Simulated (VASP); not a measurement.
# GaMo (F-43m) in VASP: further runs

The runs below take GaMo through single point, relaxation of cell and atoms, with PBE.

All numbers are computed with VASP 6.6.1; they aren't measurements. Logs are shortened: lines on timing, memory, paths and dates and some standing lists are left out, and cuts for length are marked.

### 1 The cell of the first run

Symmetry: F-43m, No. 216, cubic system. Conventional cell: a = 5.689 Å, b = 5.689 Å, c = 5.689 Å, α = 90.00°, β = 90.00°, γ = 90.00°. Within 3.3 Å of Ga (site symmetry -43m) lie 4 Mo at 2.46 Å. Mo (site symmetry -43m) has 4 Ga at 2.46 Å within 3.3 Å.

### 2 Single point, PBE

INCAR reads:

```
PREC     = Accurate       # precision mode
ENCUT    = 520            # plane-wave cutoff, eV
EDIFF    = 1E-6           # SCF threshold, eV
ISMEAR   = 0              # smearing method
SIGMA    = 0.2            # smearing width, eV
LREAL    = False          # projectors in reciprocal space
LASPH    = True           # aspherical terms in the spheres
NELM     = 80             # most SCF steps
ALGO     = Normal         # electronic algorithm
ISIF     = 2              # what is computed and relaxed
LWAVE    = False          # write WAVECAR
LCHARG   = False          # write CHGCAR
GGA      = PE             # functional
NBANDS   = 20             # bands
```

KPOINTS reads:

```
regular mesh
0
Gamma
  6 6 6
```

POSCAR reads:

```
GaMo
1.0
    0.0000000000      2.8446771642      2.8446771642
    2.8446771642      0.0000000000      2.8446771642
    2.8446771642      2.8446771642      0.0000000000
Ga Mo
1 1
Direct
    0.0000000000      0.0000000000      0.0000000000
    0.7500000000      0.7500000000      0.7500000000
```

Potentials or basis: VASP PAW PBE potentials, release 64 (Ga_d, Mo_sv).

Run with:

```
$ cat potpaw_PBE.64/Ga_d/POTCAR potpaw_PBE.64/Mo_sv/POTCAR > POTCAR
$ mpirun -np 1 vasp_std > vasp.out
```

OUTCAR:

```text
PREC = Accurate
   ENCUT = 520
   EDIFF = 1E-6
   ISMEAR = 0
   LREAL = False
   LASPH = True
   NELM = 80
   ISIF = 2
   GGA = PE

 ion  position               nearest neighbor table
   1  0.000  0.000  0.000-   2 2.46   2 2.46   2 2.46   2 2.46
   2  0.750  0.750  0.750-   1 2.46   1 2.46   1 2.46   1 2.46

  LATTYP: Found a face centered cubic cell.
 ALAT       =     5.6893543284

  Lattice vectors:

 A1 = (   0.0000000000,   2.8446771642,   2.8446771642)
 A2 = (   2.8446771642,   0.0000000000,   2.8446771642)
 A3 = (   2.8446771642,   2.8446771642,   0.0000000000)

Analysis of symmetry for initial positions (statically):
=====================================================================
 Subroutine PRICEL returns:
 Original cell was already a primitive cell.

 Routine SETGRP: Setting up the symmetry group for a
 face centered cubic supercell.

 Subroutine GETGRP returns: Found 24 space group operations
 (whereof 24 operations were pure point group operations)
 out of a pool of 48 trial point group operations.

The static configuration has the point symmetry T_d .

Analysis of symmetry for dynamics (positions and initial velocities):
=====================================================================
 Subroutine PRICEL returns:
 Original cell was already a primitive cell.

 Routine SETGRP: Setting up the symmetry group for a
 face centered cubic supercell.

 Subroutine GETGRP returns: Found 24 space group operations
 (whereof 24 operations were pure point group operations)
 out of a pool of 48 trial point group operations.

The dynamic configuration has the point symmetry T_d .

 Subroutine INISYM returns: Found 24 space group operations
 (whereof 24 operations are pure point group operations),
 and found     1 'primitive' translations

----------------------------------------------------------------------------------------

                                     Primitive cell

  volume of cell :      46.0393

  direct lattice vectors                    reciprocal lattice vectors
     0.000000000  2.844677164  2.844677164    -0.175766870  0.175766870  0.175766870
     2.844677164  0.000000000  2.844677164     0.175766870 -0.175766870  0.175766870
     2.844677164  2.844677164  0.000000000     0.175766870  0.175766870 -0.175766870

  length of vectors
     4.022981026  4.022981026  4.022981026     0.304437148  0.304437148  0.304437148

  position of ions in fractional coordinates (direct lattice)
     0.000000000  0.000000000  0.000000000
     0.750000000  0.750000000  0.750000000

  ion indices of the primitive-cell ions
   primitive index   ion index
                 1           1
                 2           2

----------------------------------------------------------------------------------------

 KPOINTS: regular mesh

Automatic generation of k-mesh.
 Grid dimensions read from file:
 generate k-points for:    6    6    6

 Generating k-lattice:

  Cartesian coordinates                     Fractional coordinates (reciprocal lattice)
    -0.029294478  0.029294478  0.029294478     0.166666667  0.000000000  0.000000000
     0.029294478 -0.029294478  0.029294478     0.000000000  0.166666667  0.000000000
     0.029294478  0.029294478 -0.029294478     0.000000000  0.000000000  0.166666667

  Length of vectors
     0.050739525  0.050739525  0.050739525

  Shift w.r.t. Gamma in fractional coordinates (k-lattice)
     0.000000000  0.000000000  0.000000000

 Subroutine IBZKPT returns following result:
 ===========================================

 Found     16 irreducible k-points:

 Following reciprocal coordinates:
            Coordinates               Weight
  0.000000  0.000000  0.000000      1.000000
  0.166667  0.000000  0.000000      8.000000
  0.333333  0.000000  0.000000      8.000000
  0.500000  0.000000  0.000000      4.000000
  0.166667  0.166667  0.000000      6.000000
  0.333333  0.166667  0.000000     24.000000
[... 8 lines left out ...]
 -0.333333  0.333333  0.166667     24.000000
 -0.333333  0.500000  0.166667     12.000000
   k-points           NKPTS =     16   k-points in BZ     NKDIM =     16   number of bands    NBANDS=     20
   number of dos      NEDOS =    301   number of ions     NIONS =      2
   total plane-waves  NPLWV =  27000
   dimension x,y,z NGX =    30 NGY =   30 NGZ =   30
   dimension x,y,z NGXF=    60 NGYF=   60 NGZF=   60
   ions per type =               1   1
   NGX,Y,Z   is equivalent  to a cutoff of  12.40, 12.40, 12.40 a.u.
   NGXF,Y,Z  is equivalent  to a cutoff of  24.79, 24.79, 24.79 a.u.
 SYSTEM =  unknown system
   PREC   = accura    normal or accurate (medium, high low for compatibility)
   ISTART =      0    job   : 0-new  1-cont  2-samecut
   ICHARG =      2    charge: 1-file 2-atom 10-const
   ISPIN  =      1    spin polarized calculation?
   LNONCOLLINEAR =      F non collinear calculations
   LSORBIT =      F    spin-orbit coupling
   LASPH  =      T    aspherical Exc in radial PAW
   ENCUT  =  520.0 eV  38.22 Ry    6.18 a.u.   7.48  7.48  7.48*2*pi/ulx,y,z
   NELM   =     80;   NELMIN=  2; NELMDL= -5     # of ELM steps
   EDIFF  = 0.1E-05   stopping-criterion for ELM
   LREAL  =      F    real-space projection
   EDIFFG = 0.1E-04   stopping-criterion for IOM
   NSW    =      0    number of steps for IOM
   IBRION =     -1    ionic relax: 0-MD 1-quasi-New 2-CG
   NFREE  =      0    steps in history (QN), initial steepest desc. (CG)
   ISIF   =      2    stress and relaxation
   ISYM   =      2    0-nonsym 1-usesym 2-fastsym
   POTIM  = 0.5000    time-step for ionic-motion
   TEBEG  =    0.0;   TEEND  =   0.0 temperature during run
   PSTRESS=    0.0 pullay stress
   NELECT =      27.0000    total number of electrons
   NUPDOWN=      -1.0000    fix difference up-down
   EMIN   =  10.00;   EMAX   =-10.00  energy-range for DOS
   EFERMI =   0.00;   METHOD = LEGACY
   ISMEAR =     0;   SIGMA  =   0.20  broadening in eV -4-tet -1-fermi 0-gaus
   EFERMI_NEDOS =   21; number of points for ismear=-14 and -15
   IALGO  =     38    algorithm
   IMIX   =      4    mixing-type and parameters
     AMIX     =   0.40;   BMIX     =  1.00
     AMIX_MAG =   1.60;   BMIX_MAG =  1.00
  volume/ion in A,a.u.               =      23.02       155.34
  Fermi-wavevector in a.u.,A,eV,Ry     =   1.370313  2.589516 25.548444  1.877758
  Thomas-Fermi vector in A             =   2.496110
   LORBIT       =      0    0 simple, 1 ext, 2 COOP (PROOUT), +10 PAW based schemes
   GGA     = PE    functional components
   LHFCALC =     F    Hartree Fock is set to
   AEXX    =    0.0000 exact exchange contribution
   IVDW    =     0    specifies the selected vdW correction
   LEPSILON=     F    determine dielectric tensor
   LRPA    =     F    only Hartree local field effects (RPA)
 non-spin polarized calculation
 Gauss-broadening in eV      SIGMA  =   0.20
  energy-cutoff  :      520.00
  volume of cell :       46.04
 maximum number of plane-waves:      1258
 NGX is ok and might be reduce to    30
   NGX = 15   NGY = 15   NGZ = 15

 number of electron      26.9999982 magnetization

 Free energy of the ion-electron system (eV)
  ---------------------------------------------------
  ext. energy  EPLUGINS =         0.00000000
  ---------------------------------------------------
  free energy    TOTEN  =       -10.45215384 eV

  energy without entropy =      -10.38409940  energy(sigma->0) =      -10.41812662

 E-fermi :   4.8859     XC(G=0): -10.3707

 val. band max:        4.8511615910   @ k =   0.5000   0.5000   0.0000
 cond. band min:       4.9058122272   @ k =  -0.3333   0.3333   0.0000
 fundamental gap:      0.0546506363
 Fermi energy:         4.8858884965

 k-point     1 :       0.0000    0.0000    0.0000
  band No.  band energies     occupation
      1     -55.8444      2.00000
      2     -29.9522      2.00000
      3     -29.9522      2.00000
      4     -29.9522      2.00000
      5      -9.2058      2.00000
      6      -9.2058      2.00000
[... 12 lines left out ...]
     19      13.4560      0.00000
     20      14.6755      0.00000

 k-point     2 :       0.1667    0.0000    0.0000
  band No.  band energies     occupation
      1     -55.8438      2.00000
      2     -29.9606      2.00000
      3     -29.9534      2.00000
      4     -29.9534      2.00000
      5      -9.2130      2.00000
      6      -9.2117      2.00000
[... 12 lines left out ...]
     19      12.7521      0.00000
     20      14.5715      0.00000

 k-point     3 :       0.3333    0.0000    0.0000
  band No.  band energies     occupation
      1     -55.8427      2.00000
      2     -29.9774      2.00000
      3     -29.9558      2.00000
      4     -29.9558      2.00000
      5      -9.2283      2.00000
      6      -9.2146      2.00000
[... 12 lines left out ...]
     19      12.2603      0.00000
     20      15.4755      0.00000

 k-point     4 :       0.5000    0.0000    0.0000
  band No.  band energies     occupation
      1     -55.8422      2.00000
      2     -29.9858      2.00000
      3     -29.9570      2.00000
      4     -29.9570      2.00000
      5      -9.2363      2.00000
      6      -9.2135      2.00000
[... 12 lines left out ...]
     19      11.9934      0.00000
     20      15.9326      0.00000

 k-point     5 :       0.1667    0.1667    0.0000
  band No.  band energies     occupation
      1     -55.8436      2.00000
      2     -29.9607      2.00000
      3     -29.9551      2.00000
      4     -29.9551      2.00000
      5      -9.2241      2.00000
      6      -9.2080      2.00000
[... 12 lines left out ...]
     19      12.8497      0.00000
     20      13.5365      0.00000
[... 169 lines left out ...]
      6      -9.2155      2.00000
[... 12 lines left out ...]
     19      13.3263      0.00000
     20      13.3402      0.00000

 k-point    14 :       0.5000    0.3333    0.1667
  band No.  band energies     occupation
      1     -55.8420      2.00000
      2     -29.9779      2.00000
      3     -29.9656      2.00000
      4     -29.9596      2.00000
      5      -9.2373      2.00000
      6      -9.2224      2.00000
[... 12 lines left out ...]
     19      14.0905      0.00000
     20      14.3026      0.00000

 k-point    15 :      -0.3333    0.3333    0.1667
  band No.  band energies     occupation
      1     -55.8417      2.00000
      2     -29.9792      2.00000
      3     -29.9698      2.00000
      4     -29.9614      2.00000
      5      -9.2401      2.00000
      6      -9.2240      2.00000
[... 12 lines left out ...]
     19      13.8293      0.00000
     20      15.5399      0.00000

 k-point    16 :      -0.3333    0.5000    0.1667
  band No.  band energies     occupation
      1     -55.8415      2.00000
      2     -29.9807      2.00000
      3     -29.9690      2.00000
      4     -29.9641      2.00000
      5      -9.2432      2.00000
      6      -9.2252      2.00000
[... 12 lines left out ...]
     19      14.2334      0.00000
     20      14.7591      0.00000

------------------------ aborting loop because EDIFF is reached ----------------------------------------

  FORCE on cell =-STRESS in cart. coord.  units (eV):
  Direction    XX          YY          ZZ          XY          YZ          ZX
  --------------------------------------------------------------------------------------
  -------------------------------------------------------------------------------------
  Total        0.2387101      0.2387101      0.2387101      0.0000000     -0.0000000      0.0000000
  in kB        8.3071555      8.3071555      8.3071555      0.0000000     -0.0000000      0.0000000
  external PRESSURE =       8.3071555 kB  Pullay stress =       0.0000000 kB

 VOLUME and BASIS-vectors are now :
 -----------------------------------------------------------------------------
  energy-cutoff  :      520.00
  volume of cell :       46.04
      direct lattice vectors                 reciprocal lattice vectors
     0.000000000  2.844677164  2.844677164    -0.175766870  0.175766870  0.175766870
     2.844677164  0.000000000  2.844677164     0.175766870 -0.175766870  0.175766870
     2.844677164  2.844677164  0.000000000     0.175766870  0.175766870 -0.175766870

 POSITION                                       TOTAL-FORCE (eV/Angst)
 -----------------------------------------------------------------------------------
      0.00000      0.00000      0.00000         0.000000      0.000000      0.000000
      4.26702      4.26702      4.26702        -0.000000     -0.000000     -0.000000
 -----------------------------------------------------------------------------------
    total drift:                                0.000000      0.000000      0.000000

  FREE ENERGIE OF THE ION-ELECTRON SYSTEM (eV)
  ---------------------------------------------------
  free  energy   TOTEN  =       -10.4521538442 eV

  energy  without entropy=      -10.3840993996  energy(sigma->0) =      -10.41812662
```

Run time: 25 s. Hardware: 1 thread of AMD EPYC 7R13, shared host; peak memory 0.14 GiB.

Results:

* Free energy: -10.4522 eV
* Pressure: 0.8 GPa

(Continued in part 2 of 2.)
